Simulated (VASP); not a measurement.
# YS (I4/mmm) in VASP: notebook

The runs below take YS through single point, with LDA.

All numbers are computed with VASP 6.6.1; they aren't measurements. Logs are shortened: lines on timing, memory, paths and dates and some standing lists are left out, and cuts for length are marked.

**1. The cell of the first run**

Symmetry: I4/mmm, No. 139, tetragonal system. Conventional cell: a = 3.880 Å, b = 3.880 Å, c = 5.597 Å, α = 90.00°, β = 90.00°, γ = 90.00°. Within 3.6 Å of Y (site symmetry 4/mmm) lie 6 S at 2.74 to 2.80 Å. S (site symmetry 4/mmm) has 6 Y at 2.74 to 2.80 Å within 3.6 Å.

**2. Single point, LDA (zz strain of +2 %)**

The input, INCAR:

```
ALGO = Normal
EDIFF = 1E-6
ENCUT = 520
ISIF = 2
ISMEAR = -1
LASPH = T
LCHARG = F
LREAL = F
LWAVE = F
NBANDS = 16
NELM = 60
PREC = Accurate
SIGMA = 0.01
```

The input, KPOINTS:

```
k-points
0
Gamma
  8 8 8
```

The input, POSCAR:

```
YS
1.0
    0.0000000000      2.7436500000      2.7985230000
    2.7436500000      0.0000000000      2.7985230000
    2.7436500000      2.7436500000      0.0000000000
Y S
1 1
Direct
    0.5000000000      0.5000000000      0.5000000000
    0.0000000000      0.0000000000      0.0000000000
```

Potentials or basis: VASP PAW LDA potentials, release 64 (Y_sv, S).

Command:

```console
$ cat potpaw_LDA.64/Y_sv/POTCAR potpaw_LDA.64/S/POTCAR > POTCAR
$ mpirun -np 1 vasp_std > vasp.out
```

OUTCAR:

```text
EDIFF = 1E-6
   ENCUT = 520
   ISIF = 2
   ISMEAR = -1
   LASPH = T
   LREAL = F
   NELM = 60
   PREC = Accurate

 ion  position               nearest neighbor table
   1  0.500  0.500  0.500-   2 2.74   2 2.74   2 2.74   2 2.74   2 2.80   2 2.80
   2  0.000  0.000  0.000-   1 2.74   1 2.74   1 2.74   1 2.74   1 2.80   1 2.80

  LATTYP: Found a body centered tetragonal cell.
 ALAT       =     3.8801070404
 C/A-ratio  =     1.4424978336

  Lattice vectors:

 A1 = (  -2.7436500000,   0.0000000000,   2.7985230000)
 A2 = (   2.7436500000,   0.0000000000,   2.7985230000)
 A3 = (   0.0000000000,   2.7436500000,  -2.7985230000)

Analysis of symmetry for initial positions (statically):
=====================================================================
 Subroutine PRICEL returns:
 Original cell was already a primitive cell.

 Routine SETGRP: Setting up the symmetry group for a
 body centered tetragonal supercell.

 Subroutine GETGRP returns: Found 16 space group operations
 (whereof 16 operations were pure point group operations)
 out of a pool of 16 trial point group operations.

The static configuration has the point symmetry D_4h.

Analysis of symmetry for dynamics (positions and initial velocities):
=====================================================================
 Subroutine PRICEL returns:
 Original cell was already a primitive cell.

 Routine SETGRP: Setting up the symmetry group for a
 body centered tetragonal supercell.

 Subroutine GETGRP returns: Found 16 space group operations
 (whereof 16 operations were pure point group operations)
 out of a pool of 16 trial point group operations.

The dynamic configuration has the point symmetry D_4h.

 Subroutine INISYM returns: Found 16 space group operations
 (whereof 16 operations are pure point group operations),
 and found     1 'primitive' translations

----------------------------------------------------------------------------------------

                                     Primitive cell

  volume of cell :      42.1324

  direct lattice vectors                    reciprocal lattice vectors
     0.000000000  2.743650000  2.798523000    -0.182238988  0.182238988  0.178665675
     2.743650000  0.000000000  2.798523000     0.182238988 -0.182238988  0.178665675
     2.743650000  2.743650000  0.000000000     0.182238988  0.182238988 -0.178665675

  length of vectors
     3.919100191  3.919100191  3.880107040     0.313597706  0.313597706  0.313597706

  position of ions in fractional coordinates (direct lattice)
     0.500000000  0.500000000  0.500000000
     0.000000000  0.000000000  0.000000000

  ion indices of the primitive-cell ions
   primitive index   ion index
                 1           1
                 2           2

----------------------------------------------------------------------------------------

 KPOINTS: k-points

Automatic generation of k-mesh.
 Grid dimensions read from file:
 generate k-points for:    8    8    8

 Generating k-lattice:

  Cartesian coordinates                     Fractional coordinates (reciprocal lattice)
    -0.022779874  0.022779874  0.022333209     0.125000000  0.000000000  0.000000000
     0.022779874 -0.022779874  0.022333209     0.000000000  0.125000000  0.000000000
     0.022779874  0.022779874 -0.022333209     0.000000000  0.000000000  0.125000000

  Length of vectors
     0.039199713  0.039199713  0.039199713

  Shift w.r.t. Gamma in fractional coordinates (k-lattice)
     0.000000000  0.000000000  0.000000000

 Subroutine IBZKPT returns following result:
 ===========================================

 Found     59 irreducible k-points:

 Following reciprocal coordinates:
            Coordinates               Weight
  0.000000  0.000000  0.000000      1.000000
  0.125000  0.000000  0.000000      8.000000
  0.250000  0.000000  0.000000      8.000000
  0.375000  0.000000  0.000000      8.000000
  0.500000  0.000000  0.000000      4.000000
  0.125000  0.125000  0.000000      2.000000
[... 16 lines left out ...]
  0.250000  0.000000  0.125000     16.000000
  0.375000  0.000000  0.125000     16.000000
 [... further k-points ...]
   k-points           NKPTS =     59   k-points in BZ     NKDIM =     59   number of bands    NBANDS=     16
   number of dos      NEDOS =    301   number of ions     NIONS =      2
   total plane-waves  NPLWV =  27000
   dimension x,y,z NGX =    30 NGY =   30 NGZ =   30
   dimension x,y,z NGXF=    60 NGYF=   60 NGZF=   60
   ions per type =               1   1
   NGX,Y,Z   is equivalent  to a cutoff of  12.73, 12.73, 12.85 a.u.
   NGXF,Y,Z  is equivalent  to a cutoff of  25.45, 25.45, 25.71 a.u.
 SYSTEM =  unknown system
   PREC   = accura    normal or accurate (medium, high low for compatibility)
   ISTART =      0    job   : 0-new  1-cont  2-samecut
   ICHARG =      2    charge: 1-file 2-atom 10-const
   ISPIN  =      1    spin polarized calculation?
   LNONCOLLINEAR =      F non collinear calculations
   LSORBIT =      F    spin-orbit coupling
   LASPH  =      T    aspherical Exc in radial PAW
   ENCUT  =  520.0 eV  38.22 Ry    6.18 a.u.   7.29  7.29  7.21*2*pi/ulx,y,z
   NELM   =     60;   NELMIN=  2; NELMDL= -5     # of ELM steps
   EDIFF  = 0.1E-05   stopping-criterion for ELM
   LREAL  =      F    real-space projection
   EDIFFG = 0.1E-04   stopping-criterion for IOM
   NSW    =      0    number of steps for IOM
   IBRION =     -1    ionic relax: 0-MD 1-quasi-New 2-CG
   NFREE  =      0    steps in history (QN), initial steepest desc. (CG)
   ISIF   =      2    stress and relaxation
   ISYM   =      2    0-nonsym 1-usesym 2-fastsym
   POTIM  = 0.5000    time-step for ionic-motion
   TEBEG  =    0.0;   TEEND  =   0.0 temperature during run
   PSTRESS=    0.0 pullay stress
   NELECT =      17.0000    total number of electrons
   NUPDOWN=      -1.0000    fix difference up-down
   EMIN   =  10.00;   EMAX   =-10.00  energy-range for DOS
   EFERMI =   0.00;   METHOD = LEGACY
   ISMEAR =    -1;   SIGMA  =   0.01  broadening in eV -4-tet -1-fermi 0-gaus
   EFERMI_NEDOS =   21; number of points for ismear=-14 and -15
   IALGO  =     38    algorithm
   IMIX   =      4    mixing-type and parameters
     AMIX     =   0.40;   BMIX     =  1.00
     AMIX_MAG =   1.60;   BMIX_MAG =  1.00
  volume/ion in A,a.u.               =      21.07       142.16
  Fermi-wavevector in a.u.,A,eV,Ry     =   1.209722  2.286044 19.911149  1.463428
  Thomas-Fermi vector in A             =   2.345291
   LORBIT       =      0    0 simple, 1 ext, 2 COOP (PROOUT), +10 PAW based schemes
   GGA     = CA    functional components
   LHFCALC =     F    Hartree Fock is set to
   AEXX    =    0.0000 exact exchange contribution
   IVDW    =     0    specifies the selected vdW correction
   LEPSILON=     F    determine dielectric tensor
   LRPA    =     F    only Hartree local field effects (RPA)
 non-spin polarized calculation
  energy-cutoff  :      520.00
  volume of cell :       42.13
 maximum number of plane-waves:      1156
 NGX is ok and might be reduce to    30
   NGX = 15   NGY = 15   NGZ = 15

 number of electron      16.9999999 magnetization

 Free energy of the ion-electron system (eV)
  ---------------------------------------------------
  ext. energy  EPLUGINS =         0.00000000
  ---------------------------------------------------
  free energy    TOTEN  =       -15.98599216 eV

  energy without entropy =      -15.98538164  energy(sigma->0) =      -15.98568690

 E-fermi :   6.5075     XC(G=0): -10.6963

 val. band max:        6.4477569488   @ k =   0.1250   0.0000   0.0000
 cond. band min:       6.5137334892   @ k =   0.3750   0.0000   0.1250
 fundamental gap:      0.0659765404
 Fermi energy:         6.5075194672

 k-point     1 :       0.0000    0.0000    0.0000
  band No.  band energies     occupation
      1     -36.6580      2.00000
      2     -16.7200      2.00000
      3     -16.7150      2.00000
      4     -16.7150      2.00000
      5      -8.4285      2.00000
      6       3.1246      2.00000
[... 8 lines left out ...]
     15      13.3381      0.00000
     16      18.8931      0.00000

 k-point     2 :       0.1250    0.0000    0.0000
  band No.  band energies     occupation
      1     -36.6540      2.00000
      2     -16.7814      2.00000
      3     -16.7239      2.00000
      4     -16.7188      2.00000
      5      -8.2592      2.00000
      6       2.3519      2.00000
[... 8 lines left out ...]
     15      14.0131      0.00000
     16      17.6016      0.00000

 k-point     3 :       0.2500    0.0000    0.0000
  band No.  band energies     occupation
      1     -36.6442      2.00000
      2     -16.9315      2.00000
      3     -16.7372      2.00000
      4     -16.7279      2.00000
      5      -7.8331      2.00000
      6       0.9851      2.00000
[... 8 lines left out ...]
     15      14.5877      0.00000
     16      16.0719      0.00000

 k-point     4 :       0.3750    0.0000    0.0000
  band No.  band energies     occupation
      1     -36.6344      2.00000
      2     -17.0739      2.00000
      3     -16.7503      2.00000
      4     -16.7369      2.00000
      5      -7.3700      2.00000
      6      -0.0943      2.00000
[... 8 lines left out ...]
     15      13.8557      0.00000
     16      14.0480      0.00000
[... 324 lines left out ...]
 k-point    22 :       0.1250    0.0000    0.1250
  band No.  band energies     occupation
      1     -36.6525      2.00000
      2     -16.7780      2.00000
      3     -16.7368      2.00000
      4     -16.7342      2.00000
      5      -8.2107      2.00000
      6       1.9065      2.00000
[... 8 lines left out ...]
     15      14.2538      0.00000
     16      17.2233      0.00000

 k-point    23 :       0.2500    0.0000    0.1250
  band No.  band energies     occupation
      1     -36.6446      2.00000
      2     -16.8881      2.00000
      3     -16.7536      2.00000
      4     -16.7429      2.00000
      5      -7.9111      2.00000
      6       1.0350      2.00000
[... 8 lines left out ...]
     15      14.9556      0.00000
     16      15.9350      0.00000

 k-point    24 :       0.3750    0.0000    0.1250
  band No.  band energies     occupation
      1     -36.6348      2.00000
      2     -17.0225      2.00000
      3     -16.7668      2.00000
      4     -16.7564      2.00000
      5      -7.5181      2.00000
      6       0.2429      2.00000
[... 8 lines left out ...]
     15      14.0699      0.00000
     16      14.2913      0.00000

 [... further k-points ...]
[... 5 lines left out ...]
  --------------------------------------------------------------------------------------
  -------------------------------------------------------------------------------------
  Total       -1.1006623     -1.1006623     -2.0891568      0.0000000      0.0000000      0.0000000
  in kB      -41.8550988    -41.8550988    -79.4447715      0.0000000      0.0000000      0.0000000
  external PRESSURE =     -54.3849897 kB  Pullay stress =       0.0000000 kB

 VOLUME and BASIS-vectors are now :
 -----------------------------------------------------------------------------
  energy-cutoff  :      520.00
  volume of cell :       42.13
      direct lattice vectors                 reciprocal lattice vectors
     0.000000000  2.743650000  2.798523000    -0.182238988  0.182238988  0.178665675
     2.743650000  0.000000000  2.798523000     0.182238988 -0.182238988  0.178665675
     2.743650000  2.743650000  0.000000000     0.182238988  0.182238988 -0.178665675

 POSITION                                       TOTAL-FORCE (eV/Angst)
 -----------------------------------------------------------------------------------
      2.74365      2.74365      2.79852         0.000000      0.000000      0.000000
      0.00000      0.00000      0.00000        -0.000000     -0.000000      0.000000
 -----------------------------------------------------------------------------------
    total drift:                                0.000000     -0.000000      0.000000

  FREE ENERGIE OF THE ION-ELECTRON SYSTEM (eV)
  ---------------------------------------------------
  free  energy   TOTEN  =       -15.9859921603 eV

  energy  without entropy=      -15.9853816398  energy(sigma->0) =      -15.98568690
```

It took 73 s on 1 thread of Intel Xeon 8259CL, shared host; peak memory 0.19 GiB.

Results:

```
Free energy            : -15.9860 eV
Pressure               : -5.4 GPa
Band gap on the k mesh : zero (an odd number of electrons rules out a gap without spin polarisation)
```

Stress tensor (GPa, compression positive):
```
-4.19  0.00  0.00
 0.00 -4.19  0.00
 0.00  0.00 -7.94
```

Caveat: the cell differs from its parent crystal (zz strain of +2 %); the cell stands under tension.

(Part 1 of 2 ends here.)
